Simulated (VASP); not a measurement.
# CsH (Fm-3m) in VASP: relaxation of cell and atoms with PBEsol

Aim: the relaxation of cell and atoms of CsH with PBEsol.

All numbers are computed with VASP 6.6.1; they aren't measurements. Logs are shortened: lines on timing, memory, paths and dates and some standing lists are left out, and cuts for length are marked.

### Step 1. The cell of the first run

Symmetry: Fm-3m, No. 225, cubic system. The conventional cell has a = 6.210 Å, b = 6.210 Å, c = 6.210 Å, α = 90.00°, β = 90.00°, γ = 90.00°. Within 4.1 Å of Cs (site symmetry m-3m) lie 6 H at 3.10 Å. H (site symmetry m-3m) has 6 Cs at 3.10 Å within 4.1 Å.

### Step 2. Relaxation of cell and atoms, PBEsol, target pressure 20 GPa, at which the enthalpy is minimised

Contents of INCAR:

```
PREC = Accurate
ENCUT = 1230
EDIFF = 1E-7
ISMEAR = 0
SIGMA = 0.02
LREAL = False
LASPH = True
NELM = 120
ALGO = Normal
ISIF = 3
LWAVE = False
LCHARG = False
GGA = PS
IBRION = 2
NSW = 50
EDIFFG = -0.03
PSTRESS = 200.0
GGA_COMPAT = False
NELMIN = 4
```

Contents of KPOINTS:

```
regular mesh
0
Gamma
  6 6 6
```

Contents of POSCAR:

```
CsH
1.0
    0.0000000000      3.1050000000      3.1050000000
    3.1050000000      0.0000000000      3.1050000000
    3.1050000000      3.1050000000      0.0000000000
Cs H
1 1
Direct
    0.0000000000      0.0000000000      0.0000000000
    0.5000000000      0.5000000000      0.5000000000
```

Potentials or basis: VASP PAW PBE potentials, release 64 (Cs_sv, H_h).

On the command line:

```
$ cat potpaw_PBE.64/Cs_sv/POTCAR potpaw_PBE.64/H_h/POTCAR > POTCAR
$ mpirun -np 1 vasp_std > vasp.out
```

OUTCAR:

```text
PREC = Accurate
   ENCUT = 1230
   EDIFF = 1E-7
   ISMEAR = 0
   LREAL = False
   LASPH = True
   NELM = 120
   ISIF = 3
   GGA = PS
   IBRION = 2
   NSW = 50
   EDIFFG = -0.03
   PSTRESS = 200.0
   NELMIN = 4

 ion  position               nearest neighbor table
   1  0.000  0.000  0.000-
   2  0.500  0.500  0.500-

  LATTYP: Found a face centered cubic cell.
 ALAT       =     6.2100000000

  Lattice vectors:

 A1 = (   0.0000000000,   3.1050000000,   3.1050000000)
 A2 = (   3.1050000000,   0.0000000000,   3.1050000000)
 A3 = (   3.1050000000,   3.1050000000,   0.0000000000)

Analysis of symmetry for initial positions (statically):
=====================================================================
 Subroutine PRICEL returns:
 Original cell was already a primitive cell.

 Routine SETGRP: Setting up the symmetry group for a
 face centered cubic supercell.

 Subroutine GETGRP returns: Found 48 space group operations
 (whereof 48 operations were pure point group operations)
 out of a pool of 48 trial point group operations.

The static configuration has the point symmetry O_h .

Analysis of symmetry for dynamics (positions and initial velocities):
=====================================================================
 Subroutine PRICEL returns:
 Original cell was already a primitive cell.

 Routine SETGRP: Setting up the symmetry group for a
 face centered cubic supercell.

 Subroutine GETGRP returns: Found 48 space group operations
 (whereof 48 operations were pure point group operations)
 out of a pool of 48 trial point group operations.

The dynamic configuration has the point symmetry O_h .

 Subroutine INISYM returns: Found 48 space group operations
 (whereof 48 operations are pure point group operations),
 and found     1 'primitive' translations

----------------------------------------------------------------------------------------

                                     Primitive cell

  volume of cell :      59.8708

  direct lattice vectors                    reciprocal lattice vectors
     0.000000000  3.105000000  3.105000000    -0.161030596  0.161030596  0.161030596
     3.105000000  0.000000000  3.105000000     0.161030596 -0.161030596  0.161030596
     3.105000000  3.105000000  0.000000000     0.161030596  0.161030596 -0.161030596

  length of vectors
     4.391133111  4.391133111  4.391133111     0.278913174  0.278913174  0.278913174

  position of ions in fractional coordinates (direct lattice)
     0.000000000  0.000000000  0.000000000
     0.500000000  0.500000000  0.500000000

  ion indices of the primitive-cell ions
   primitive index   ion index
                 1           1
                 2           2

----------------------------------------------------------------------------------------

 KPOINTS: regular mesh

Automatic generation of k-mesh.
 Grid dimensions read from file:
 generate k-points for:    6    6    6

 Generating k-lattice:

  Cartesian coordinates                     Fractional coordinates (reciprocal lattice)
    -0.026838433  0.026838433  0.026838433     0.166666667  0.000000000  0.000000000
     0.026838433 -0.026838433  0.026838433     0.000000000  0.166666667  0.000000000
     0.026838433  0.026838433 -0.026838433     0.000000000  0.000000000  0.166666667

  Length of vectors
     0.046485529  0.046485529  0.046485529

  Shift w.r.t. Gamma in fractional coordinates (k-lattice)
     0.000000000  0.000000000  0.000000000

 Subroutine IBZKPT returns following result:
 ===========================================

 Found     16 irreducible k-points:

 Following reciprocal coordinates:
            Coordinates               Weight
  0.000000  0.000000  0.000000      1.000000
  0.166667  0.000000  0.000000      8.000000
  0.333333  0.000000  0.000000      8.000000
[... 62 lines left out ...]
 conjugate gradient relaxation of ions
 non-spin polarized calculation
 Gauss-broadening in eV      SIGMA  =   0.02
  energy-cutoff  :     1230.00
  volume of cell :       59.87
 maximum number of plane-waves:      5961
   NGX = 25   NGY = 25   NGZ = 25

--------------------------------------- Ionic step        1  -------------------------------------------

 number of electron      10.0000000 magnetization

 Free energy of the ion-electron system (eV)
  ---------------------------------------------------
  ext. energy  EPLUGINS =         0.00000000
  ---------------------------------------------------
  free energy    TOTEN  =        -4.53437154 eV

  energy without entropy =       -4.53437154  energy(sigma->0) =       -4.53437154

 E-fermi :   0.6198     XC(G=0):  -7.7090

 val. band max:        0.4568307413   @ k =   0.5000   0.0000   0.0000
 cond. band min:       2.4662861002   @ k =   0.5000   0.0000   0.0000
 fundamental gap:      2.0094553589
 Fermi energy:         0.6198319858

 k-point     1 :       0.0000    0.0000    0.0000
  band No.  band energies     occupation
      1     -21.0522      2.00000
      2      -7.4005      2.00000
      3      -7.4005      2.00000
      4      -7.4005      2.00000
      5      -1.5122      2.00000
      6       5.5565      0.00000
      7       5.5565      0.00000
      8       5.5565      0.00000
      9       6.5303      0.00000
[... 169 lines left out ...]
 k-point    16 :      -0.3333    0.5000    0.1667
  band No.  band energies     occupation
      1     -20.9098      2.00000
      2      -8.1706      2.00000
      3      -7.8929      2.00000
      4      -7.7900      2.00000
      5      -0.5965      2.00000
      6       3.8972      0.00000
      7       5.2856      0.00000
      8       6.0953      0.00000
      9       9.0287      0.00000

------------------------ aborting loop because EDIFF is reached ----------------------------------------

  FORCE on cell =-STRESS in cart. coord.  units (eV):
  Direction    XX          YY          ZZ          XY          YZ          ZX
  --------------------------------------------------------------------------------------
  -------------------------------------------------------------------------------------
  Total        0.1073968      0.1073968      0.1073968     -0.0000000     -0.0000000      0.0000000
  in kB        2.8740021      2.8740021      2.8740021     -0.0000000     -0.0000000      0.0000000
  external PRESSURE =    -197.1259979 kB  Pullay stress =     200.0000000 kB

 VOLUME and BASIS-vectors are now :
 -----------------------------------------------------------------------------
  energy-cutoff  :     1230.00
  volume of cell :       59.87
      direct lattice vectors                 reciprocal lattice vectors
     0.000000000  3.105000000  3.105000000    -0.161030596  0.161030596  0.161030596
     3.105000000  0.000000000  3.105000000     0.161030596 -0.161030596  0.161030596
     3.105000000  3.105000000  0.000000000     0.161030596  0.161030596 -0.161030596

 POSITION                                       TOTAL-FORCE (eV/Angst)
 -----------------------------------------------------------------------------------
      0.00000      0.00000      0.00000         0.000000      0.000000      0.000000
      3.10500      3.10500      3.10500         0.000000     -0.000000     -0.000000
 -----------------------------------------------------------------------------------
    total drift:                                0.000000     -0.000000     -0.000000

  FREE ENERGIE OF THE ION-ELECTRON SYSTEM (eV)
  ---------------------------------------------------
  free  energy   TOTEN  =        -4.5343715387 eV

  energy  without entropy=       -4.5343715387  energy(sigma->0) =       -4.53437154

  enthalpy is  TOTEN    =         2.9393037068 eV   P V=        7.4736752454

--------------------------------------- Ionic step        2  -------------------------------------------

 number of electron      10.0000000 magnetization

 Free energy of the ion-electron system (eV)
  ---------------------------------------------------
  ext. energy  EPLUGINS =         0.00000000
  ---------------------------------------------------
  free energy    TOTEN  =        -3.47872204 eV

  energy without entropy =       -3.47872204  energy(sigma->0) =       -3.47872204

 E-fermi :   5.0730     XC(G=0): -10.3707

 val. band max:        4.8852339048   @ k =   0.5000   0.0000   0.0000
 cond. band min:       5.2682929028   @ k =   0.5000   0.5000   0.0000
 fundamental gap:      0.3830589980
 Fermi energy:         5.0729913922

 k-point     1 :       0.0000    0.0000    0.0000
  band No.  band energies     occupation
      1     -18.4820      2.00000
      2      -2.9705      2.00000
      3      -2.9705      2.00000
      4      -2.9705      2.00000
      5       1.7104      2.00000
      6       9.1493      0.00000
      7       9.1493      0.00000
      8       9.1493      0.00000
      9      13.1788      0.00000
[... 169 lines left out ...]
 k-point    16 :      -0.3333    0.5000    0.1667
  band No.  band energies     occupation
      1     -17.3503      2.00000
      2      -6.1091      2.00000
      3      -5.0734      2.00000
      4      -4.8401      2.00000
      5       1.9036      2.00000
      6       6.9753      0.00000
      7      10.8696      0.00000
      8      10.9804      0.00000
      9      16.3391      0.00000

------------------------ aborting loop because EDIFF is reached ----------------------------------------

  FORCE on cell =-STRESS in cart. coord.  units (eV):
  Direction    XX          YY          ZZ          XY          YZ          ZX
  --------------------------------------------------------------------------------------
  -------------------------------------------------------------------------------------
  Total        4.1052443      4.1052443      4.1052443      0.0000000      0.0000000     -0.0000000
  in kB      197.5691840    197.5691840    197.5691840      0.0000000      0.0000000     -0.0000000
  external PRESSURE =      -2.4308160 kB  Pullay stress =     200.0000000 kB

 VOLUME and BASIS-vectors are now :
 -----------------------------------------------------------------------------
  energy-cutoff  :     1230.00
  volume of cell :       33.29
      direct lattice vectors                 reciprocal lattice vectors
    -0.000000000  2.553289902  2.553289902    -0.195825785  0.195825785  0.195825785
     2.553289902 -0.000000000  2.553289902     0.195825785 -0.195825785  0.195825785
     2.553289902  2.553289902  0.000000000     0.195825785  0.195825785 -0.195825785

 POSITION                                       TOTAL-FORCE (eV/Angst)
 -----------------------------------------------------------------------------------
      2.55329      2.55329      0.00000         0.000000     -0.000000      0.000000
      2.55329      2.55329      2.55329        -0.000000      0.000000     -0.000000
 -----------------------------------------------------------------------------------
    total drift:                                0.000000     -0.000000     -0.000000

  FREE ENERGIE OF THE ION-ELECTRON SYSTEM (eV)
  ---------------------------------------------------
  free  energy   TOTEN  =        -3.4787220352 eV

  energy  without entropy=       -3.4787220352  energy(sigma->0) =       -3.47872204

  enthalpy is  TOTEN    =         0.6770315830 eV   P V=        4.1557536182

 reached required accuracy - stopping structural energy minimisation
```

It took 39 s on 1 thread of Intel Xeon 6975P-C (Granite Rapids), shared host; peak memory 0.39 GiB.

Results:

```
Free energy                                                : -3.4787 eV
Relaxed volume                                             : 16.65 Å³/atom
Relaxed cell                                               : a = 3.611 Å, b = 3.611 Å, c = 3.611 Å, α = 60.00°, β = 60.00°, γ = 60.00°
Space group after relaxing (to 0.1 Å)                      : Fm-3m (No. 225)
Energy change on relaxing (the run minimises the enthalpy) : +527.8 meV/atom
Ionic steps                                                : 2
Pressure after relaxing                                    : 19.8 GPa
Band gap on the k mesh                                     : 0.38 eV (least direct gap 0.55 eV)
```

The path:
```csv
step,energy change (eV),largest force (eV/Å),pressure (GPa),volume (Å³)
1,0.0000,0.0000,0.29,59.87
2,1.0557,0.0000,19.76,33.29
```

Final structure:
```
Cs H
1.0
     0.00000    2.55329    2.55329
     2.55329    0.00000    2.55329
     2.55329    2.55329    0.00000
Cs H
1 1
Direct
  0.00000 0.00000 0.00000
  0.50000 0.50000 0.50000
```

Caveat: the cell is relaxed towards a set pressure, so the run minimises the enthalpy, not the energy; the volume moved by over 15 % at a fixed basis, so the end points are rough; the PAW data sets were made with another functional, which shifts forces and pressure a little; spin-orbit coupling is left out, which moves the levels of the heavy elements.
